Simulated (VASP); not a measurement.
# Ga2O3 (Cmcm) in VASP: single point with PBE

Aim: the single point of Ga2O3 with PBE.

Program: VASP 6.6.1. These are calculated values, not measurements. Logs are shortened: lines on timing, memory, paths and dates and some standing lists are left out, and cuts for length are marked.

## (1) The cell of the first run

It takes space group Cmcm (No. 63, orthorhombic). The conventional cell has a = 2.815 Å, b = 9.385 Å, c = 7.314 Å, α = 90.00°, β = 90.00°, γ = 90.00°. Ga (site symmetry m2m) has 8 O at 1.96 to 2.62 Å within 2.7 Å. Within 2.6 Å of Ga (site symmetry 2/m) lie 6 O at 1.98 to 2.09 Å. Within 3.0 Å of O (site symmetry m) lie 5 Ga at 1.98 to 2.62 Å and 11 O at 2.55 to 2.98 Å. O (site symmetry m2m) has 4 Ga at 1.96 to 2.09 Å within 2.6 Å.

## (2) Single point, PBE

INCAR

```
SYSTEM = Ga2O3
PREC = Accurate ; ENCUT = 520
EDIFF = 1E-6 ; ISMEAR = 0
SIGMA = 0.05 ; LREAL = .False.
LASPH = .True. ; NELM = 80
ALGO = Normal ; ISIF = 2
LWAVE = .False. ; LCHARG = .True.
GGA = PE ; LELF = .True.
LVHAR = .True. ; NBANDS = 55
```

KPOINTS

```
regular mesh
0
Gamma
  10 10 4
  0 0 0
```

POSCAR

```
Ga2O3
1.0
    1.4075619356     -4.6925418789      0.0000000000
    1.4075619356      4.6925418789      0.0000000000
    0.0000000000      0.0000000000      7.3141486132
Ga O
4 6
Direct
    0.2473387136      0.7526612864      0.7500000000
    0.7526612864      0.2473387136      0.2500000000
    0.0000000000      0.0000000000      0.0000000000
    0.0000000000      0.0000000000      0.5000000000
    0.3636667701      0.6363332299      0.4246293813
    0.6363332299      0.3636667701      0.5753706187
    0.6363332299      0.3636667701      0.9246293813
    0.3636667701      0.6363332299      0.0753706187
    0.1079686947      0.8920313053      0.2500000000
    0.8920313053      0.1079686947      0.7500000000
```

Potentials or basis: VASP PAW PBE potentials, release 64 (Ga_d, O).

The run is started by

```bash
cat potpaw_PBE.64/Ga_d/POTCAR potpaw_PBE.64/O/POTCAR > POTCAR
mpirun -np 1 vasp_std > vasp.out
```

OUTCAR:

```text
SYSTEM = Ga2O3
   PREC = Accurate
   ENCUT = 520
   EDIFF = 1E-6
   ISMEAR = 0
   LREAL = .False.
   LASPH = .True.
   NELM = 80
   ISIF = 2
   GGA = PE

 ion  position               nearest neighbor table
   1  0.247  0.753  0.750-  10 1.96  10 1.96   7 2.17   6 2.17   6 2.17   7 2.17
   2  0.753  0.247  0.250-   9 1.96   9 1.96   5 2.17   5 2.17   8 2.17   8 2.17
   3  0.000  0.000  0.000-   7 1.98   8 1.98   7 1.98   8 1.98   9 2.09  10 2.09
   4  0.000  0.000  0.500-   6 1.98   5 1.98   6 1.98   5 1.98   9 2.09  10 2.09
   5  0.364  0.636  0.425-   4 1.98   4 1.98   2 2.17   2 2.17
   6  0.636  0.364  0.575-   4 1.98   4 1.98   1 2.17   1 2.17
   7  0.636  0.364  0.925-   3 1.98   3 1.98   1 2.17   1 2.17
   8  0.364  0.636  0.075-   3 1.98   3 1.98   2 2.17   2 2.17
   9  0.108  0.892  0.250-   2 1.96   2 1.96   4 2.09   3 2.09
  10  0.892  0.108  0.750-   1 1.96   1 1.96   4 2.09   3 2.09

  LATTYP: Found a base centered orthorhombic cell.
 ALAT       =     2.8151238712
 B/A-ratio  =     3.3338084529
 C/A-ratio  =     2.5981622649

  Lattice vectors:

 A1 = (   1.4075619356,  -4.6925418789,   0.0000000000)
 A2 = (   1.4075619356,   4.6925418789,   0.0000000000)
 A3 = (   0.0000000000,   0.0000000000,   7.3141486132)

Analysis of symmetry for initial positions (statically):
=====================================================================
 Subroutine PRICEL returns:
 Original cell was already a primitive cell.

 Routine SETGRP: Setting up the symmetry group for a
 base centered orthorhombic supercell.

 Subroutine GETGRP returns: Found  8 space group operations
 (whereof  4 operations were pure point group operations)
 out of a pool of  8 trial point group operations.

The static configuration has the point symmetry C_2h.
 The point group associated with its full space group is D_2h.

Analysis of symmetry for dynamics (positions and initial velocities):
=====================================================================
 Subroutine PRICEL returns:
 Original cell was already a primitive cell.

 Routine SETGRP: Setting up the symmetry group for a
 base centered orthorhombic supercell.

 Subroutine GETGRP returns: Found  8 space group operations
 (whereof  4 operations were pure point group operations)
 out of a pool of  8 trial point group operations.

The dynamic configuration has the point symmetry C_2h.
 The point group associated with its full space group is D_2h.

 Subroutine INISYM returns: Found  8 space group operations
 (whereof  4 operations are pure point group operations),
 and found     1 'primitive' translations

----------------------------------------------------------------------------------------

                                     Primitive cell

  volume of cell :      96.6205

  direct lattice vectors                    reciprocal lattice vectors
     1.407561936 -4.692541879  0.000000000     0.355224156 -0.106552059  0.000000000
     1.407561936  4.692541879  0.000000000     0.355224156  0.106552059  0.000000000
     0.000000000  0.000000000  7.314148613     0.000000000  0.000000000  0.136721313

  length of vectors
     4.899099906  4.899099906  7.314148613     0.370860543  0.370860543  0.136721313

  position of ions in fractional coordinates (direct lattice)
     0.247338714  0.752661286  0.750000000
     0.752661286  0.247338714  0.250000000
     0.000000000  0.000000000  0.000000000
     0.000000000  0.000000000  0.500000000
     0.363666770  0.636333230  0.424629381
     0.636333230  0.363666770  0.575370619
     0.636333230  0.363666770  0.924629381
     0.363666770  0.636333230  0.075370619
     0.107968695  0.892031305  0.250000000
     0.892031305  0.107968695  0.750000000

  ion indices of the primitive-cell ions
   primitive index   ion index
                 1           1
                 2           2
                 3           3
                 4           4
                 5           5
                 6           6
                 7           7
                 8           8
                 9           9
                10          10

----------------------------------------------------------------------------------------

 KPOINTS: regular mesh

Automatic generation of k-mesh.
 Grid dimensions read from file:
 generate k-points for:   10   10    4

 Generating k-lattice:

  Cartesian coordinates                     Fractional coordinates (reciprocal lattice)
     0.035522416 -0.010655206  0.000000000     0.100000000  0.000000000  0.000000000
     0.035522416  0.010655206  0.000000000     0.000000000  0.100000000  0.000000000
     0.000000000  0.000000000  0.034180328     0.000000000  0.000000000  0.250000000

  Length of vectors
     0.037086054  0.037086054  0.034180328

  Shift w.r.t. Gamma in fractional coordinates (k-lattice)
     0.000000000  0.000000000  0.000000000

 Subroutine IBZKPT returns following result:
 ===========================================

 Found     93 irreducible k-points:

 Following reciprocal coordinates:
            Coordinates               Weight
  0.000000  0.000000  0.000000      1.000000
  0.100000 -0.000000  0.000000      4.000000
  0.200000 -0.000000  0.000000      4.000000
  0.300000 -0.000000  0.000000      4.000000
  0.400000 -0.000000  0.000000      4.000000
  0.500000 -0.000000  0.000000      2.000000
[... 16 lines left out ...]
  0.300000  0.300000  0.000000      2.000000
  0.400000  0.300000  0.000000      4.000000
 [... further k-points ...]
   k-points           NKPTS =     93   k-points in BZ     NKDIM =     93   number of bands    NBANDS=     55
   number of dos      NEDOS =    301   number of ions     NIONS =     10
   total plane-waves  NPLWV =  69984
   dimension x,y,z NGX =    36 NGY =   36 NGZ =   54
   dimension x,y,z NGXF=    72 NGYF=   72 NGZF=  108
   ions per type =               4   6
   NGX,Y,Z   is equivalent  to a cutoff of  12.22, 12.22, 12.27 a.u.
   NGXF,Y,Z  is equivalent  to a cutoff of  24.43, 24.43, 24.55 a.u.
 SYSTEM =  Ga2O3
   PREC   = accura    normal or accurate (medium, high low for compatibility)
   ISTART =      0    job   : 0-new  1-cont  2-samecut
   ICHARG =      2    charge: 1-file 2-atom 10-const
   ISPIN  =      1    spin polarized calculation?
   LNONCOLLINEAR =      F non collinear calculations
   LSORBIT =      F    spin-orbit coupling
   LASPH  =      T    aspherical Exc in radial PAW
   ENCUT  =  520.0 eV  38.22 Ry    6.18 a.u.   9.11  9.11 13.60*2*pi/ulx,y,z
   NELM   =     80;   NELMIN=  2; NELMDL= -5     # of ELM steps
   EDIFF  = 0.1E-05   stopping-criterion for ELM
   LREAL  =      F    real-space projection
   EDIFFG = 0.1E-04   stopping-criterion for IOM
   NSW    =      0    number of steps for IOM
   IBRION =     -1    ionic relax: 0-MD 1-quasi-New 2-CG
   NFREE  =      0    steps in history (QN), initial steepest desc. (CG)
   ISIF   =      2    stress and relaxation
   ISYM   =      2    0-nonsym 1-usesym 2-fastsym
   POTIM  = 0.5000    time-step for ionic-motion
   TEBEG  =    0.0;   TEEND  =   0.0 temperature during run
   PSTRESS=    0.0 pullay stress
   NELECT =      88.0000    total number of electrons
   NUPDOWN=      -1.0000    fix difference up-down
   EMIN   =  10.00;   EMAX   =-10.00  energy-range for DOS
   EFERMI =   0.00;   METHOD = LEGACY
   ISMEAR =     0;   SIGMA  =   0.05  broadening in eV -4-tet -1-fermi 0-gaus
   EFERMI_NEDOS =   21; number of points for ismear=-14 and -15
   IALGO  =     38    algorithm
   IMIX   =      4    mixing-type and parameters
     AMIX     =   0.40;   BMIX     =  1.00
     AMIX_MAG =   1.60;   BMIX_MAG =  1.00
  volume/ion in A,a.u.               =       9.66        65.20
  Fermi-wavevector in a.u.,A,eV,Ry     =   1.586887  2.998781 34.262317  2.518209
  Thomas-Fermi vector in A             =   2.686129
   LORBIT       =      0    0 simple, 1 ext, 2 COOP (PROOUT), +10 PAW based schemes
   GGA     = PE    functional components
   LHFCALC =     F    Hartree Fock is set to
   AEXX    =    0.0000 exact exchange contribution
   IVDW    =     0    specifies the selected vdW correction
   LEPSILON=     F    determine dielectric tensor
   LRPA    =     F    only Hartree local field effects (RPA)
 non-spin polarized calculation
 Gauss-broadening in eV      SIGMA  =   0.05
  energy-cutoff  :      520.00
  volume of cell :       96.62
 maximum number of plane-waves:      2624
   NGX = 19   NGY = 19   NGZ = 27

 number of electron      88.0000009 magnetization

 Free energy of the ion-electron system (eV)
  ---------------------------------------------------
  ext. energy  EPLUGINS =         0.00000000
  ---------------------------------------------------
  free energy    TOTEN  =       -56.86186940 eV

  energy without entropy =      -56.86186940  energy(sigma->0) =      -56.86186940

 E-fermi :   5.5206     XC(G=0): -12.3180

 val. band max:        5.2507739551   @ k =   0.1000  -0.0000   0.0000
 cond. band min:       6.4690874533   @ k =   0.0000   0.0000   0.0000
 fundamental gap:      1.2183134981
 Fermi energy:         5.5206341807

 k-point     1 :       0.0000    0.0000    0.0000
  band No.  band energies     occupation
      1     -14.1660      2.00000
      2     -13.0060      2.00000
      3     -12.9291      2.00000
      4     -12.2609      2.00000
      5     -12.1591      2.00000
      6     -11.6888      2.00000
[... 47 lines left out ...]
     54      15.5767      0.00000
     55      17.2461      0.00000

 k-point     2 :       0.1000   -0.0000    0.0000
  band No.  band energies     occupation
      1     -14.0535      2.00000
      2     -12.9486      2.00000
      3     -12.8386      2.00000
      4     -12.2527      2.00000
      5     -12.1720      2.00000
      6     -11.7094      2.00000
[... 47 lines left out ...]
     54      15.7609      0.00000
     55      17.2522      0.00000
[... 1216 lines left out ...]
     54      15.3335      0.00000
     55      16.1601      0.00000

 k-point    24 :       0.4000    0.3000    0.0000
  band No.  band energies     occupation
      1     -12.9339      2.00000
      2     -12.7913      2.00000
      3     -12.3741      2.00000
      4     -12.2489      2.00000
      5     -12.0704      2.00000
      6     -11.9820      2.00000
[... 47 lines left out ...]
     54      15.9452      0.00000
     55      16.2126      0.00000

 [... further k-points ...]

------------------------ aborting loop because EDIFF is reached ----------------------------------------

  FORCE on cell =-STRESS in cart. coord.  units (eV):
  Direction    XX          YY          ZZ          XY          YZ          ZX
  --------------------------------------------------------------------------------------
  -------------------------------------------------------------------------------------
  Total        0.7865959      0.6120198      0.2450204      0.0000000      0.0000000      0.0000000
  in kB       13.0434603     10.1486114      4.0629681      0.0000000      0.0000000      0.0000000
  external PRESSURE =       9.0850133 kB  Pullay stress =       0.0000000 kB

 VOLUME and BASIS-vectors are now :
 -----------------------------------------------------------------------------
  energy-cutoff  :      520.00
  volume of cell :       96.62
      direct lattice vectors                 reciprocal lattice vectors
     1.407561936 -4.692541879  0.000000000     0.355224156 -0.106552059  0.000000000
     1.407561936  4.692541879  0.000000000     0.355224156  0.106552059  0.000000000
     0.000000000  0.000000000  7.314148613     0.000000000  0.000000000  0.136721313

 POSITION                                       TOTAL-FORCE (eV/Angst)
 -----------------------------------------------------------------------------------
      1.40756      2.37125      5.48561         0.000000      0.018771     -0.000000
      1.40756     -2.37125      1.82854         0.000000     -0.018771      0.000000
      0.00000      0.00000      0.00000         0.000000      0.000000      0.000000
      0.00000      0.00000      3.65707        -0.000000      0.000000      0.000000
      1.40756      1.27950      3.10580         0.000000      0.040965     -0.003507
      1.40756     -1.27950      4.20835         0.000000     -0.040965      0.003507
      1.40756     -1.27950      6.76288         0.000000     -0.040965     -0.003507
      1.40756      1.27950      0.55127         0.000000      0.040965      0.003507
      1.40756      3.67925      1.82854         0.000000      0.048077     -0.000000
      1.40756     -3.67925      5.48561         0.000000     -0.048077      0.000000
 -----------------------------------------------------------------------------------
    total drift:                                0.000000     -0.000000      0.000000

  FREE ENERGIE OF THE ION-ELECTRON SYSTEM (eV)
  ---------------------------------------------------
  free  energy   TOTEN  =       -56.8618693959 eV

  energy  without entropy=      -56.8618693959  energy(sigma->0) =      -56.86186940
```

It took 23 min on 1 thread of Intel Xeon 8259CL, shared host; peak memory 0.45 GiB.

What came out:

```
Free energy            : -56.8619 eV
Pressure               : 0.9 GPa
Largest force          : 0.048 eV/Å
Band gap on the k mesh : 1.22 eV (least direct gap 1.24 eV)
```

Forces on the atoms (eV/Å):
```
Ga   0.000  0.019  0.000
Ga   0.000 -0.019  0.000
Ga   0.000  0.000  0.000
Ga   0.000  0.000  0.000
O    0.000  0.041 -0.004
O    0.000 -0.041  0.004
O    0.000 -0.041 -0.004
O    0.000  0.041  0.004
O    0.000  0.048  0.000
O    0.000 -0.048  0.000
```

Stress tensor (GPa, compression positive):
```
1.30 0.00 0.00
0.00 1.01 0.00
0.00 0.00 0.41
```

Levels at points of the mesh, in eV from the valence-band top:
| k point | band 41 | band 42 | band 43 | band 44 | band 45 | band 46 | band 47 | band 48 |
| --- | --- | --- | --- | --- | --- | --- | --- | --- |
| (0.00, 0.00, 0.00) | -0.87 | -0.83 | -0.55 | -0.02 | 1.22 | 4.12 | 5.81 | 7.26 |
| (0.50, 0.00, 0.00) | -1.07 | -0.86 | -0.79 | -0.64 | 2.81 | 4.18 | 6.18 | 7.17 |
| (0.50, 0.50, 0.00) | -0.83 | -0.63 | -0.45 | -0.39 | 3.79 | 3.90 | 5.10 | 5.95 |
| (0.00, 0.00, 0.50) | -0.86 | -0.86 | -0.84 | -0.84 | 3.06 | 3.06 | 6.37 | 6.37 |
| (0.50, 0.00, 0.50) | -0.98 | -0.98 | -0.36 | -0.36 | 3.84 | 3.84 | 6.36 | 6.36 |
| (0.50, 0.50, 0.50) | -0.77 | -0.77 | -0.64 | -0.64 | 4.18 | 4.18 | 5.48 | 5.48 |

A k mesh can miss the band edges.
